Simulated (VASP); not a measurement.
# TaN (I4/mmm) in VASP: a series of runs, part 2 of 2

VASP 6.6.1. Earlier steps stand in the parts before.

**3. Single point, LDA**

This run uses another cell than the first one, of the same volume but with other edges.

INCAR reads:

```
SYSTEM = TaN
PREC = Accurate
ENCUT = 520
EDIFF = 1E-6
ISMEAR = 0
SIGMA = 0.15
LREAL = .FALSE.
LASPH = .TRUE.
NELM = 60
ALGO = Normal
ISIF = 2
LWAVE = .FALSE.
LCHARG = .FALSE.
NBANDS = 15
```

KPOINTS reads:

```
regular mesh
0
G
  20 20 20
  0 0 0
```

POSCAR reads:

```
TaN
1.0
    0.0000000000      2.3002988113      1.9552539896
    2.3002988113      0.0000000000      1.9552539896
    2.3002988113      2.3002988113      0.0000000000
Ta N
1 1
Direct
    0.5000000000      0.5000000000      0.5000000000
    0.0000000000      0.0000000000      0.0000000000
```

Potentials or basis: VASP PAW LDA potentials, release 64 (Ta_pv, N).

On the command line:

```
$ cat potpaw_LDA.64/Ta_pv/POTCAR potpaw_LDA.64/N/POTCAR > POTCAR
$ mpirun -np 1 vasp_std > vasp.out
```

Run time: 3.8 min. Hardware: 1 thread of Intel Xeon 8259CL, shared host; peak memory 0.3 GiB.

Results (log left out):

```yaml
Free_energy: -23.2773 eV
Pressure: 26.0 GPa
Band_gap_on_the_k_mesh: zero (bands 8 and 9 overlap by 4.53 eV)
```

Stress tensor (GPa, compression positive):
```
-18.57   0.00   0.00
  0.00 -18.57   0.00
  0.00   0.00 115.02
```

Levels at points of the mesh, in eV from the Fermi level:
```
           k point  band 5  band 6  band 7  band 8  band 9  band 10  band 11  band 12
(0.00, 0.00, 0.00)   -4.10   -4.10   -2.94   -2.57   -2.57    -1.61    -1.07    -0.66
(0.50, 0.00, 0.00)  -10.50   -8.03   -7.99    1.26    3.10     3.20     3.88     5.98
(0.50, 0.50, 0.00)   -5.79   -5.12   -5.12   -4.92    2.56     3.60     3.60     5.24
(0.50, 0.00, 0.50)   -7.03   -5.27   -4.67   -3.53    0.91     2.78     4.35     5.52
```

Caveat: the stress differs along the axes, from -19 to 115 GPa; spin-orbit coupling is left out, which moves the levels of the heavy elements.

**4. Single point, LDA**

This run uses another cell than the first one, of the same volume but with other edges.

INCAR reads:

```
ALGO = Normal
EDIFF = 1E-7
ENCUT = 520
GGA = CA
ISIF = 2
ISMEAR = 0
LASPH = T
LCHARG = F
LREAL = F
LWAVE = F
NBANDS = 15
NELM = 100
PREC = Accurate
SIGMA = 0.15
```

KPOINTS reads:

```
k-points
0
Gamma
  20 20 20
```

POSCAR reads:

```
TaN
1.0
    0.0000000000      2.0505175069      2.4606210083
    2.0505175069      0.0000000000      2.4606210083
    2.0505175069      2.0505175069      0.0000000000
Ta N
1 1
Direct
    0.5000000000      0.5000000000      0.5000000000
    0.0000000000      0.0000000000      0.0000000000
```

On the command line:

```
$ cat potpaw_LDA.64/Ta_pv/POTCAR potpaw_LDA.64/N/POTCAR > POTCAR
$ mpirun -np 1 vasp_std > vasp.out
```

Run time: 3.4 min. Hardware: 1 thread of Intel Xeon 8259CL, shared host; peak memory 0.3 GiB.

The run converged. Its results:

```yaml
Free_energy: -23.5289 eV
Pressure: 26.2 GPa
Band_gap_on_the_k_mesh: zero (bands 8 and 9 overlap by 4.87 eV)
```

Stress tensor (GPa, compression positive):
```
 49.30   0.00   0.00
  0.00  49.30   0.00
  0.00   0.00 -20.00
```

Levels at points of the mesh, in eV from the Fermi level:
```
           k point  band 4  band 5  band 6  band 7  band 8  band 9  band 10  band 11  band 12  band 13
(0.00, 0.00, 0.00)  -18.79   -4.13   -3.48   -3.43   -3.43   -2.77    -0.99    -0.99     1.46     4.61
(0.50, 0.00, 0.00)  -15.16  -10.45   -7.99   -7.87    2.03    2.65     3.11     3.83     4.89    10.55
(0.50, 0.50, 0.00)  -17.77   -7.38   -5.39   -3.88   -3.88    2.44     3.66     3.66     4.53     7.89
(0.50, 0.00, 0.50)  -17.62   -5.64   -5.35   -4.89   -4.29    1.34     2.17     5.29     6.91     8.52
```

Caveat: the stress differs along the axes, from -20 to 49 GPa; spin-orbit coupling is left out, which moves the levels of the heavy elements.

**5. Single point, LDA**

This run uses another cell than the first one, of the same volume but with other edges.

INCAR reads:

```
  PREC = Accurate
  ENCUT = 520
  EDIFF = 1E-6
  ISMEAR = 0
  SIGMA = 0.15
  LREAL = F
  LASPH = T
  NELM = 80
  ALGO = Normal
  ISIF = 2
  LWAVE = F
  LCHARG = F
  GGA = CA
  NBANDS = 15
```

KPOINTS reads:

```
Automatic mesh
0
Gamma
  20 20 20
```

POSCAR reads:

```
TaN
1.0
    0.0000000000      2.3671495483      1.8463766477
    2.3671495483      0.0000000000      1.8463766477
    2.3671495483      2.3671495483      0.0000000000
Ta N
1 1
Direct
    0.5000000000      0.5000000000      0.5000000000
    0.0000000000      0.0000000000      0.0000000000
```

On the command line:

```
$ cat potpaw_LDA.64/Ta_pv/POTCAR potpaw_LDA.64/N/POTCAR > POTCAR
$ mpirun -np 1 vasp_std > vasp.out
```

Wall time 4.1 min (1 thread of Intel Xeon 8259CL, shared host); peak memory 0.31 GiB.

The run converged. Its results:

```
Free energy            : -21.9296 eV
Pressure               : 62.8 GPa
Band gap on the k mesh : zero (bands 8 and 9 overlap by 4.66 eV)
```

Stress tensor (GPa, compression positive):
```
-16.17   0.00   0.00
  0.00 -16.17   0.00
  0.00   0.00 220.76
```

Levels at points of the mesh, in eV from the Fermi level:
| k point | band 5 | band 6 | band 7 | band 8 | band 9 | band 10 | band 11 | band 12 |
| --- | --- | --- | --- | --- | --- | --- | --- | --- |
| (0.00, 0.00, 0.00) | -4.19 | -4.19 | -2.82 | -2.49 | -2.49 | -1.98 | -1.54 | 0.28 |
| (0.50, 0.00, 0.00) | -10.42 | -8.37 | -8.21 | 1.01 | 3.77 | 4.13 | 4.29 | 5.45 |
| (0.50, 0.50, 0.00) | -5.79 | -5.28 | -5.28 | -3.56 | 3.01 | 3.47 | 3.47 | 5.63 |
| (0.50, 0.00, 0.50) | -7.10 | -4.83 | -4.62 | -2.44 | -0.03 | 2.46 | 4.34 | 5.77 |

Caveat: the stress differs along the axes, from -16 to 221 GPa; spin-orbit coupling is left out, which moves the levels of the heavy elements.

**6. Single point, LDA**

This run uses another cell than the first one, of the same volume but with other edges.

INCAR reads:

```
SYSTEM = TaN
ALGO = Normal
EDIFF = 1E-7
ENCUT = 520
GGA = CA
ISIF = 2
ISMEAR = 0
LASPH = .True.
LCHARG = .True.
LELF = .True.
LREAL = .False.
LVHAR = .True.
LWAVE = .False.
NBANDS = 15
NELM = 80
PREC = Accurate
SIGMA = 0.15
```

KPOINTS reads:

```
k-points
0
Gamma
  20 20 20
  0 0 0
```

POSCAR reads:

```
TaN
1.0
    0.0000000000      1.9965312527      2.5954906285
    1.9965312527      0.0000000000      2.5954906285
    1.9965312527      1.9965312527      0.0000000000
Ta N
1 1
Direct
    0.5000000000      0.5000000000      0.5000000000
    0.0000000000      0.0000000000      0.0000000000
```

Potentials or basis: VASP PAW LDA potentials, release 64 (Ta_pv, N).

On the command line:

```
$ cat potpaw_LDA.64/Ta_pv/POTCAR potpaw_LDA.64/N/POTCAR > POTCAR
$ mpirun -np 1 vasp_std > vasp.out
```

Wall time 3.6 min (1 thread of Intel Xeon 8259CL, shared host); peak memory 0.3 GiB.

The run converged. Its results:

* Free energy: -22.9631 eV
* Pressure: 50.5 GPa
* Band gap on the k mesh: zero (bands 8 and 9 overlap by 5.62 eV)

Stress tensor (GPa, compression positive):
```
 82.72   0.00   0.00
  0.00  82.72   0.00
  0.00   0.00 -13.82
```

Levels at points of the mesh, in eV from the Fermi level:
| k point | band 4 | band 5 | band 6 | band 7 | band 8 | band 9 | band 10 | band 11 | band 12 | band 13 |
| --- | --- | --- | --- | --- | --- | --- | --- | --- | --- | --- |
| (0.00, 0.00, 0.00) | -18.84 | -4.22 | -4.00 | -3.78 | -3.24 | -3.24 | -0.32 | -0.32 | 2.05 | 6.05 |
| (0.50, 0.00, 0.00) | -14.86 | -10.47 | -8.20 | -8.09 | 2.36 | 3.01 | 3.22 | 3.58 | 4.34 | 11.90 |
| (0.50, 0.50, 0.00) | -18.00 | -7.52 | -5.38 | -3.57 | -3.57 | 2.69 | 3.59 | 3.59 | 4.40 | 8.32 |
| (0.50, 0.00, 0.50) | -17.81 | -5.14 | -5.08 | -4.86 | -4.06 | 1.07 | 1.36 | 6.09 | 8.20 | 8.23 |

Caveat: the stress differs along the axes, from -14 to 83 GPa; spin-orbit coupling is left out, which moves the levels of the heavy elements.

**7. Single point, LDA**

This run uses another cell than the first one, of the same volume but with other edges.

INCAR reads:

```
PREC = Accurate
ENCUT = 520
EDIFF = 1E-6
ISMEAR = 0
SIGMA = 0.15
LREAL = False
LASPH = True
NELM = 60
ALGO = Normal
ISIF = 2
LWAVE = False
LCHARG = True
LELF = True
LVHAR = True
NBANDS = 15
```

KPOINTS reads:

```
Automatic mesh
0
Gamma
  20 20 20
```

POSCAR reads:

```
TaN
1.0
    0.0000000000      2.1108611581      2.3219472739
    2.1108611581      0.0000000000      2.3219472739
    2.1108611581      2.1108611581      0.0000000000
Ta N
1 1
Direct
    0.5000000000      0.5000000000      0.5000000000
    0.0000000000      0.0000000000      0.0000000000
```

On the command line:

```
$ cat potpaw_LDA.64/Ta_pv/POTCAR potpaw_LDA.64/N/POTCAR > POTCAR
$ mpirun -np 1 vasp_std > vasp.out
```

Wall time 3.1 min (1 thread of Intel Xeon 8259CL, shared host); peak memory 0.3 GiB.

The run converged. Its results:

| Property | Result |
| --- | --- |
| Free energy | -23.9481 eV |
| Pressure | 7.6 GPa |
| Band gap on the k mesh | zero (bands 8 and 9 overlap by 3.71 eV) |

Stress tensor (GPa, compression positive):
```
 22.14   0.00   0.00
  0.00  22.14   0.00
  0.00   0.00 -21.49
```

Levels at points of the mesh, in eV from the Fermi level:
```
           k point  band 6  band 7  band 8  band 9  band 10  band 11
(0.00, 0.00, 0.00)   -3.65   -3.65   -2.92   -1.66    -1.66    -1.43
(0.50, 0.00, 0.00)   -7.84   -7.77    1.83    2.18     2.59     3.99
(0.50, 0.50, 0.00)   -5.51   -4.26   -4.26    2.22     3.68     3.68
(0.50, 0.00, 0.50)   -5.58   -4.86   -4.50    1.79     2.96     4.46
```

Caveat: the stress differs along the axes, from -21 to 22 GPa; spin-orbit coupling is left out, which moves the levels of the heavy elements.

**8. Summary**

```tsv
cell	gap on the mesh (eV)	pressure (GPa)
a = 3.362, b = 3.362, c = 2.746 Å, angles 65.9, 65.9, 48.2°, 2 atoms	none	83.3
a = 3.019, b = 3.019, c = 3.253 Å, angles 57.4, 57.4, 65.2°, 2 atoms	none	26.0
a = 3.203, b = 3.203, c = 2.900 Å, angles 63.1, 63.1, 53.8°, 2 atoms	none	26.2
a = 3.002, b = 3.002, c = 3.348 Å, angles 56.1, 56.1, 67.8°, 2 atoms	none	62.8
a = 3.275, b = 3.275, c = 2.824 Å, angles 64.5, 64.5, 51.1°, 2 atoms	none	50.5
a = 3.138, b = 3.138, c = 2.985 Å, angles 61.6, 61.6, 56.8°, 2 atoms	none	7.6
```

Alike in all rows: task single point; level LDA; potentials or basis VASP PAW LDA potentials, release 64 (Ta_pv, N); no spin polarisation; k mesh 20 × 20 × 20; cutoff (eV) 520; smearing gaussian 0.15 eV.

Caveats: spin-orbit coupling is left out, which moves the levels of the heavy elements; the stress differs along the axes, from -8 to 129 GPa (at least some runs); the stress differs along the axes, from -19 to 115 GPa (at least some runs); the stress differs along the axes, from -20 to 49 GPa (at least some runs); the stress differs along the axes, from -16 to 221 GPa (at least some runs); the stress differs along the axes, from -14 to 83 GPa (at least some runs); the stress differs along the axes, from -21 to 22 GPa (at least some runs).

Absolute energies hang on the potentials; compare differences alone.
